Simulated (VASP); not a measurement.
# Si32C (a cell with a defect) in VASP: further runs

Si32C (a cell with a defect) is run at these levels: PBE; tasks: single point.

All numbers are computed with VASP 6.6.1; they aren't measurements. Logs are shortened: lines on timing, memory, paths and dates and some standing lists are left out, and cuts for length are marked.

## (1) The cell of the first run

The cell holds a defect, 33 atoms: a = 9.220 Å, b = 9.220 Å, c = 9.992 Å, α = 116.09°, β = 116.09°, γ = 92.69°.

## (2) Single point, PBE (with an interstitial atom, then relaxed in part)

INCAR reads:

```
SYSTEM = Si32C
ALGO = Normal
EDIFF = 1E-7
ENCUT = 520
GGA = PE
ISIF = 2
ISMEAR = 0
LASPH = .TRUE.
LCHARG = .FALSE.
LREAL = Auto
LWAVE = .FALSE.
NBANDS = 88
NELM = 60
PREC = Accurate
SIGMA = 0.02
```

KPOINTS reads:

```
Automatic mesh
0
Gamma
  2 2 2
  0.5 0.5 0.5
```

POSCAR reads:

```
Si32C
1.0
   -5.7769209609      3.3353068718      6.3650226989
    5.7769209609     -3.3353068718      6.3650226989
    3.8512806405      6.6706137437     -6.3650226989
Si C
32 1
Direct
    0.2289467666      0.0693122183      0.2569917357
    0.7371936116      0.5750407721      0.2518066159
    0.1082961571      0.4476953920      0.5013035500
    0.6065198359      0.9459370553      0.4977503979
    0.4850333256      0.3227171334      0.7476626524
    0.9713475218      0.8117633613      0.7421005033
    0.8780537672      0.1981715162     -0.0004688172
    0.3566073855      0.6968324803      0.9995005894
    0.3123766581      0.5053960201      0.2588567298
    0.8248921505      0.9882964263      0.2560797970
    0.1996376201      0.8814789351      0.5314717732
    0.6675259696      0.3492594091      0.4671665703
    0.5682309571      0.7318011739      0.7429586461
    0.0530451304      0.2459447323      0.7401976970
    0.9400266181      0.6173958975      0.9994329999
    0.5050280183      0.1061165256      0.0004644000
    0.3783441373      0.2549689532      0.2260405677
    0.9321263687      0.7650397709      0.2631555756
    0.2921750137      0.6439323864      0.5086624444
    0.7830828924      0.1347297692      0.4903468543
    0.6682654612      0.5012720266      0.7357289208
    0.1514681405      0.0278875832      0.7723486205
    0.0512585659      0.3938361578     -0.0004841548
    0.5611678963      0.8631998297      0.9995490244
    0.5041657297      0.6750413513      0.2490011110
    0.0034165748      0.1770916042      0.2513708804
    0.3780924605      0.0482732661      0.5052431215
    0.8723921444      0.5425542689      0.4939226668
    0.7515002490      0.9252407518      0.7476660305
    0.2546692629      0.4254723269      0.7500439903
    0.1278157913      0.8044516341      0.9995575266
    0.6580057987      0.3109661003     -0.0000870477
    0.3203554636      0.1433599399     -0.0008339448
```

Potentials or basis: VASP PAW PBE potentials, release 64 (Si, C).

Started as:

```console
$ cat potpaw_PBE.64/Si/POTCAR potpaw_PBE.64/C/POTCAR > POTCAR
$ mpirun -np 1 vasp_std > vasp.out
```

OUTCAR:

```text
SYSTEM = Si32C
   EDIFF = 1E-7
   ENCUT = 520
   GGA = PE
   ISIF = 2
   ISMEAR = 0
   LASPH = .TRUE.
   LREAL = Auto
   NELM = 60
   PREC = Accurate

 ion  position               nearest neighbor table
   1  0.229  0.069  0.257-  26 2.34  27 2.35  17 2.35  31 2.37
   2  0.737  0.575  0.252-  28 2.35  25 2.37  32 2.37  18 2.38
   3  0.108  0.448  0.501-  30 2.36  26 2.36  28 2.37  19 2.37
   4  0.607  0.946  0.498-  25 2.36  29 2.36  27 2.37  20 2.37
   5  0.485  0.323  0.748-  27 2.35  30 2.37  32 2.37  21 2.38
   6  0.971  0.812  0.742-  29 2.34  28 2.35  22 2.35  31 2.37
   7  0.878  0.198  1.000-  32 2.32  23 2.35  26 2.37  29 2.37
   8  0.357  0.697  1.000-  25 2.36  30 2.36  31 2.37  24 2.37
   9  0.312  0.505  0.259-  17 2.33  23 2.35  19 2.35  25 2.37
  10  0.825  0.988  0.256-  24 2.34  18 2.34  20 2.35  26 2.37
  11  0.200  0.881  0.531-  19 2.34  27 2.37  18 2.41  22 2.44
  12  0.668  0.349  0.467-  20 2.34  28 2.37  21 2.42  17 2.44
  13  0.568  0.732  0.743-  24 2.34  21 2.34  19 2.35  29 2.37
  14  0.053  0.246  0.740-  22 2.33  23 2.35  20 2.35  30 2.37
  15  0.940  0.617  0.999-  23 2.35  31 2.39  18 2.41  21 2.41
  16  0.505  0.106  0.000-  33 1.75  32 2.31  24 2.32  17 2.84  22 2.85
  17  0.378  0.255  0.226-  33 1.82   9 2.33   1 2.35  12 2.44  16 2.84
  18  0.932  0.765  0.263-  10 2.34   2 2.38  15 2.41  11 2.41
  19  0.292  0.644  0.509-  11 2.34  13 2.35   9 2.35   3 2.37
  20  0.783  0.135  0.490-  12 2.34  10 2.35  14 2.35   4 2.37
  21  0.668  0.501  0.736-  13 2.34   5 2.38  15 2.41  12 2.42
  22  0.151  0.028  0.772-  33 1.82  14 2.33   6 2.35  11 2.44  16 2.85
  23  0.051  0.394  1.000-  15 2.35  14 2.35   9 2.35   7 2.35
  24  0.561  0.863  1.000-  16 2.32  13 2.34  10 2.34   8 2.37
  25  0.504  0.675  0.249-   4 2.36   8 2.36   9 2.37   2 2.37
  26  0.003  0.177  0.251-   1 2.34   3 2.36   7 2.37  10 2.37
  27  0.378  0.048  0.505-   5 2.35   1 2.35   4 2.37  11 2.37
  28  0.872  0.543  0.494-   2 2.35   6 2.35   3 2.37  12 2.37
  29  0.752  0.925  0.748-   6 2.34   4 2.36   7 2.37  13 2.37
  30  0.255  0.425  0.750-   3 2.36   8 2.36  14 2.37   5 2.37
  31  0.128  0.804  1.000-   6 2.37   1 2.37   8 2.37  15 2.39
  32  0.658  0.311  1.000-  16 2.31   7 2.32   2 2.37   5 2.37
  33  0.320  0.143  0.999-  16 1.75  22 1.82  17 1.82

  LATTYP: Found a face centered orthorhombic cell.
 ALAT       =    12.7300453978
 B/A-ratio  =     1.0480109906
 C/A-ratio  =     1.2101388550

  Lattice vectors:

 A1 = (   9.6282016014,   3.3353068719,   0.0000000000)
 A2 = (   3.8512806405,   6.6706137437,   6.3650226989)
 A3 = (   5.7769209609,  -3.3353068718,   6.3650226989)

Analysis of symmetry for initial positions (statically):
=====================================================================
 Subroutine PRICEL returns:
 Original cell was already a primitive cell.

 Routine SETGRP: Setting up the symmetry group for a
 face centered orthorhombic supercell.

 Subroutine GETGRP returns: Found  1 space group operations
 (whereof  1 operations were pure point group operations)
 out of a pool of  8 trial point group operations.

The static configuration has the point symmetry C_1 .

Analysis of symmetry for dynamics (positions and initial velocities):
=====================================================================
 Subroutine PRICEL returns:
 Original cell was already a primitive cell.

 Routine SETGRP: Setting up the symmetry group for a
 face centered orthorhombic supercell.

 Subroutine GETGRP returns: Found  1 space group operations
 (whereof  1 operations were pure point group operations)
 out of a pool of  8 trial point group operations.

The dynamic configuration has the point symmetry C_1 .

 Subroutine INISYM returns: Found  1 space group operations
 (whereof  1 operations are pure point group operations),
 and found     1 'primitive' translations

----------------------------------------------------------------------------------------

                                     Primitive cell

  volume of cell :     654.0801

  direct lattice vectors                    reciprocal lattice vectors
    -5.776920961  3.335306872  6.365022699    -0.032456736  0.093694527  0.078554315
     5.776920961 -3.335306872  6.365022699     0.097370209  0.018738905  0.078554315
     3.851280641  6.670613744 -6.365022699     0.064913473  0.112433432  0.000000000

  length of vectors
     9.220119396  9.220119396  9.992145127     0.126502508  0.126502508  0.129826945

  position of ions in fractional coordinates (direct lattice)
     0.228946767  0.069312218  0.256991736
     0.737193612  0.575040772  0.251806616
     0.108296157  0.447695392  0.501303550
     0.606519836  0.945937055  0.497750398
     0.485033326  0.322717133  0.747662652
     0.971347522  0.811763361  0.742100503
[... 25 lines left out ...]
     0.658005799  0.310966100  0.999912952
     0.320355464  0.143359940  0.999166055

  ion indices of the primitive-cell ions
   primitive index   ion index
                 1           1
                 2           2
                 3           3
                 4           4
                 5           5
                 6           6
[... 25 lines left out ...]
                32          32
                33          33

----------------------------------------------------------------------------------------

 KPOINTS: Automatic mesh

Automatic generation of k-mesh.
 Grid dimensions read from file:
 generate k-points for:    2    2    2

 Generating k-lattice:

  Cartesian coordinates                     Fractional coordinates (reciprocal lattice)
    -0.016228368  0.046847264  0.039277158     0.500000000  0.000000000 -0.000000000
     0.048685104  0.009369453  0.039277158     0.000000000  0.500000000  0.000000000
     0.032456736  0.056216716  0.000000000     0.000000000  0.000000000  0.500000000

  Length of vectors
     0.063251254  0.063251254  0.064913473

  Shift w.r.t. Gamma in fractional coordinates (k-lattice)
     0.500000000  0.500000000  0.500000000

 Subroutine IBZKPT returns following result:
 ===========================================

 Found      4 irreducible k-points:

 Following reciprocal coordinates:
            Coordinates               Weight
  0.250000  0.250000  0.250000      2.000000
 -0.250000  0.250000  0.250000      2.000000
 -0.250000  0.250000 -0.250000      2.000000
 -0.250000 -0.250000  0.250000      2.000000
   k-points           NKPTS =      4   k-points in BZ     NKDIM =      4   number of bands    NBANDS=     88
   number of dos      NEDOS =    301   number of ions     NIONS =     33
   total plane-waves  NPLWV = 392000
   dimension x,y,z NGX =    70 NGY =   70 NGZ =   80
   dimension x,y,z NGXF=   140 NGYF=  140 NGZF=  160
   ions per type =              32   1
   NGX,Y,Z   is equivalent  to a cutoff of  12.62, 12.62, 13.31 a.u.
   NGXF,Y,Z  is equivalent  to a cutoff of  25.24, 25.24, 26.62 a.u.
 SYSTEM =  Si32C
   PREC   = accura    normal or accurate (medium, high low for compatibility)
   ISTART =      0    job   : 0-new  1-cont  2-samecut
   ICHARG =      2    charge: 1-file 2-atom 10-const
   ISPIN  =      1    spin polarized calculation?
   LNONCOLLINEAR =      F non collinear calculations
   LSORBIT =      F    spin-orbit coupling
   LASPH  =      T    aspherical Exc in radial PAW
   ENCUT  =  520.0 eV  38.22 Ry    6.18 a.u.  17.14 17.14 18.58*2*pi/ulx,y,z
   NELM   =     60;   NELMIN=  2; NELMDL= -5     # of ELM steps
   EDIFF  = 0.1E-06   stopping-criterion for ELM
   LREAL  =      T    real-space projection
   EDIFFG = 0.1E-05   stopping-criterion for IOM
   NSW    =      0    number of steps for IOM
   IBRION =     -1    ionic relax: 0-MD 1-quasi-New 2-CG
   NFREE  =      0    steps in history (QN), initial steepest desc. (CG)
   ISIF   =      2    stress and relaxation
   ISYM   =      2    0-nonsym 1-usesym 2-fastsym
   POTIM  = 0.5000    time-step for ionic-motion
   TEBEG  =    0.0;   TEEND  =   0.0 temperature during run
   PSTRESS=    0.0 pullay stress
   NELECT =     132.0000    total number of electrons
   NUPDOWN=      -1.0000    fix difference up-down
   EMIN   =  10.00;   EMAX   =-10.00  energy-range for DOS
   EFERMI =   0.00;   METHOD = LEGACY
   ISMEAR =     0;   SIGMA  =   0.02  broadening in eV -4-tet -1-fermi 0-gaus
   EFERMI_NEDOS =   21; number of points for ismear=-14 and -15
   IALGO  =     38    algorithm
   IMIX   =      4    mixing-type and parameters
     AMIX     =   0.40;   BMIX     =  1.00
     AMIX_MAG =   1.60;   BMIX_MAG =  1.00
  volume/ion in A,a.u.               =      19.82       133.76
  Fermi-wavevector in a.u.,A,eV,Ry     =   0.960261  1.814630 12.545941  0.922101
  Thomas-Fermi vector in A             =   2.089529
   LORBIT       =      0    0 simple, 1 ext, 2 COOP (PROOUT), +10 PAW based schemes
   GGA     = PE    functional components
   LHFCALC =     F    Hartree Fock is set to
   AEXX    =    0.0000 exact exchange contribution
   IVDW    =     0    specifies the selected vdW correction
   LEPSILON=     F    determine dielectric tensor
   LRPA    =     F    only Hartree local field effects (RPA)
 non-spin polarized calculation
 Gauss-broadening in eV      SIGMA  =   0.02
  energy-cutoff  :      520.00
  volume of cell :      654.08
 maximum number of plane-waves:     17670
 NGX is ok and might be reduce to    70
   NGX = 35   NGY = 35   NGZ = 37

 number of electron     132.0000000 magnetization

 Free energy of the ion-electron system (eV)
  ---------------------------------------------------
  ext. energy  EPLUGINS =         0.00000000
  ---------------------------------------------------
  free energy    TOTEN  =      -178.92694760 eV

  energy without entropy =     -178.92694758  energy(sigma->0) =     -178.92694759

 E-fermi :   5.9320     XC(G=0):  -9.3995

 val. band max:        5.8616820692   @ k =  -0.2500  -0.2500   0.2500
 cond. band min:       6.0023168587   @ k =   0.2500   0.2500   0.2500
 fundamental gap:      0.1406347895
 Fermi energy:         5.9319990238

 k-point     1 :       0.2500    0.2500    0.2500
  band No.  band energies     occupation
      1      -7.0184      2.00000
      2      -5.4494      2.00000
      3      -5.4151      2.00000
      4      -5.3077      2.00000
      5      -4.7490      2.00000
      6      -4.0216      2.00000
[... 70 lines left out ...]
     77       8.1546      0.00000
     78       8.1850      0.00000
[... 241 lines left out ...]
     77       8.1203      0.00000
     78       8.1360      0.00000
 [bands above 78 left out]

------------------------ aborting loop because EDIFF is reached ----------------------------------------

  FORCE on cell =-STRESS in cart. coord.  units (eV):
  Direction    XX          YY          ZZ          XY          YZ          ZX
  --------------------------------------------------------------------------------------
  -------------------------------------------------------------------------------------
  Total        7.5864141     -1.5723300      6.7375018     -7.9307979      2.2018004     -3.6857632
  in kB       18.5830167     -3.8514422     16.5035955    -19.4265893      5.3933378     -9.0283233
  external PRESSURE =      10.4117233 kB  Pullay stress =       0.0000000 kB

 VOLUME and BASIS-vectors are now :
 -----------------------------------------------------------------------------
  energy-cutoff  :      520.00
  volume of cell :      654.08
      direct lattice vectors                 reciprocal lattice vectors
    -5.776920961  3.335306872  6.365022699    -0.032456736  0.093694527  0.078554315
     5.776920961 -3.335306872  6.365022699     0.097370209  0.018738905  0.078554315
     3.851280641  6.670613744 -6.365022699     0.064913473  0.112433432  0.000000000

 POSITION                                       TOTAL-FORCE (eV/Angst)
 -----------------------------------------------------------------------------------
      0.06755      2.24672      0.26267         0.001152     -0.000451      0.002011
      0.03303      2.22053      6.74965         0.000586     -0.000993     -0.001206
      3.89134      2.21200      0.34809        -0.000742      0.000377      0.000447
      3.87776      2.18824      6.71323         0.001512      0.000602      0.001385
      1.94177      5.52874      0.38246         0.001248     -0.001007      0.000090
      1.93613      5.48253      6.62605         0.002429     -0.002108      0.002800
[... 25 lines left out ...]
      1.84612      7.82752     -0.19694        -0.000183      0.000589     -0.007523
      2.82558      7.25539     -3.40816         0.008811     -0.004146     -0.000235
 -----------------------------------------------------------------------------------
    total drift:                               -0.002309     -0.003635     -0.010311

  FREE ENERGIE OF THE ION-ELECTRON SYSTEM (eV)
  ---------------------------------------------------
  free  energy   TOTEN  =      -178.9269476005 eV

  energy  without entropy=     -178.9269475764  energy(sigma->0) =     -178.92694759
```

Wall time 11 min (1 thread of Intel Xeon 6975P-C (Granite Rapids), shared host); peak memory 0.76 GiB.

What came out:

```
Free energy            : -178.9269 eV
Pressure               : 1.0 GPa
Largest force          : 0.010 eV/Å
Band gap on the k mesh : 0.14 eV
```

Forces in eV/Å, atoms in the order of the input:
```
Si   0.001  0.000  0.002
Si   0.001 -0.001 -0.001
Si  -0.001  0.000  0.000
Si   0.002  0.001  0.001
Si   0.001 -0.001  0.000
Si   0.002 -0.002  0.003
Si   0.002  0.001  0.000
Si   0.000  0.001 -0.001
Si   0.001  0.000 -0.002
Si   0.001 -0.003 -0.001
Si  -0.003 -0.002 -0.001
Si   0.000  0.007 -0.001
Si   0.000  0.000 -0.001
Si   0.000  0.003 -0.001
Si  -0.005  0.000  0.000
Si  -0.007 -0.001  0.002
Si   0.001  0.002 -0.002
Si   0.000 -0.001  0.000
Si  -0.002  0.000  0.003
Si   0.000  0.000  0.001
Si   0.001 -0.003  0.001
Si  -0.002 -0.002  0.000
Si   0.000  0.000  0.002
Si   0.003  0.000  0.005
Si   0.000  0.000 -0.003
Si  -0.002  0.001 -0.001
Si  -0.002  0.000  0.000
Si   0.001  0.001  0.000
Si  -0.002  0.000  0.000
Si   0.000  0.001  0.001
Si   0.000  0.000  0.000
Si   0.000  0.001 -0.008
C    0.009 -0.004  0.000
```

Stress tensor (GPa, compression positive):
```
 1.86 -1.94 -0.90
-1.94 -0.39  0.54
-0.90  0.54  1.65
```

Levels at points of the mesh, in eV from the valence-band top:
```csv
k point,band 62,band 63,band 64,band 65,band 66,band 67,band 68,band 69,band 70,band 71
"(0.25, 0.25, 0.25)",-1.30,-1.20,-1.20,-1.17,-0.11,0.14,0.74,0.92,1.03,1.20
```

Caveat: the cell differs from its parent crystal (with an interstitial atom, then relaxed in part).

## (3) Single point, PBE

INCAR reads:

```
SYSTEM = Si32C
PREC = Accurate ; ENCUT = 520
EDIFF = 1E-6 ; ISMEAR = 0
SIGMA = 0.02 ; LREAL = Auto
LASPH = .TRUE. ; NELM = 80
ALGO = Normal ; ISIF = 2
LWAVE = .FALSE. ; LCHARG = .FALSE.
GGA = PE ; NBANDS = 88
```

KPOINTS is that of step 2.

POSCAR reads:

```
Si32C
1.0
   -5.7769209609      3.3353068718      6.3650226989
    5.7769209609     -3.3353068718      6.3650226989
    3.8512806405      6.6706137437     -6.3650226989
Si C
32 1
Direct
    0.2396604106      0.0758411322      0.2442969264
    0.7453607303      0.5815601168      0.2556173620
    0.1135872393      0.4490731726      0.5005390309
    0.6143363365      0.9470228158      0.4981692282
    0.4899371250      0.3196628078      0.7499825491
    0.9597471091      0.8131483401      0.7496271424
    0.8662526813      0.1988736998      0.0018740850
    0.3630836256      0.6986421257      0.9994961225
    0.3255779879      0.4801820489      0.2408776836
    0.8346700400      0.9893846740      0.2591932090
    0.2394087988      0.8691455328      0.5234995445
    0.6856265887      0.3590747230      0.4863845282
    0.5664943141      0.7302783143      0.7500242247
    0.0565850199      0.2609146016      0.7499910878
    0.9494874151      0.6228424198      1.0138111668
    0.4662847696      0.0962268894     -0.0228084846
    0.4181153546      0.2426354710      0.2180683509
    0.9502269546      0.7748550301      0.2823735397
    0.3053762846      0.6187184093      0.4906833565
    0.7928607819      0.1358180427      0.4934602667
    0.6777263135      0.5067186069      0.7501071136
    0.1127249049      0.0179978800      0.7490756465
    0.0495219461      0.3923132226      0.0065814184
    0.5647078343      0.8781697780      1.0093424733
    0.5094567635      0.6764190843      0.2482366150
    0.0112330622      0.1781774123      0.2517896707
    0.3888061072      0.0548022561      0.4925483301
    0.8805593390      0.5490737118      0.4977334676
    0.7396992087      0.9259429066      0.7500089314
    0.2611455224      0.4272819869      0.7500395442
    0.1327196016      0.8013973852      1.0018774678
    0.6464053886      0.3123511501      0.0074395857
    0.2973974970     -0.0192454595     -0.2496259704
```

Potentials or basis: VASP PAW PBE potentials, release 64 (Si, C).

Started as:

```console
$ cat potpaw_PBE.64/Si/POTCAR potpaw_PBE.64/C/POTCAR > POTCAR
$ mpirun -np 1 vasp_std > vasp.out
```

Run time: 11 min. Hardware: 1 thread of Intel Xeon 6975P-C (Granite Rapids), shared host; peak memory 0.79 GiB.

It converged, with:

```yaml
Free_energy: -178.9268 eV
Pressure: 1.0 GPa
Largest_force: 0.007 eV/Å
```

Forces on the atoms (eV/Å):
```
Si  -0.001  0.000 -0.002
Si   0.000  0.000  0.001
Si  -0.002 -0.001  0.001
Si   0.000  0.000 -0.001
Si  -0.001 -0.001 -0.001
Si   0.001 -0.001  0.007
Si  -0.001  0.001  0.003
Si   0.000  0.000 -0.001
Si   0.002  0.000 -0.001
Si   0.000  0.000 -0.002
Si   0.002  0.003 -0.001
Si  -0.001  0.001  0.001
Si   0.000  0.002 -0.001
Si  -0.004  0.000 -0.005
Si   0.000  0.001 -0.001
Si  -0.002 -0.003  0.001
Si   0.004  0.001 -0.001
Si  -0.003 -0.004  0.001
Si   0.000 -0.003 -0.001
Si   0.000  0.003  0.001
Si   0.004 -0.001 -0.002
Si   0.002  0.004  0.001
Si   0.000 -0.001  0.000
Si   0.001  0.000  0.002
Si   0.000  0.000  0.000
Si  -0.001  0.000 -0.001
Si   0.000 -0.001 -0.001
Si   0.000  0.001  0.001
Si  -0.001  0.001  0.001
Si   0.002 -0.003  0.001
Si  -0.002 -0.001  0.000
Si   0.000  0.000 -0.003
C    0.000  0.002  0.003
```

Stress tensor (GPa, compression positive):
```
 1.86 -1.94 -0.90
-1.94 -0.38  0.54
-0.90  0.54  1.66
```

Levels at points of the mesh, in eV from the Fermi level:
| k point | band 62 | band 63 | band 64 | band 65 | band 66 | band 67 | band 68 | band 69 | band 70 | band 71 |
| --- | --- | --- | --- | --- | --- | --- | --- | --- | --- | --- |
| (0.25, 0.25, 0.25) | -1.37 | -1.27 | -1.27 | -1.24 | -0.18 | 0.07 | 0.67 | 0.85 | 0.96 | 1.13 |

Caveat: the k points lie up to 0.40 Å⁻¹ apart.
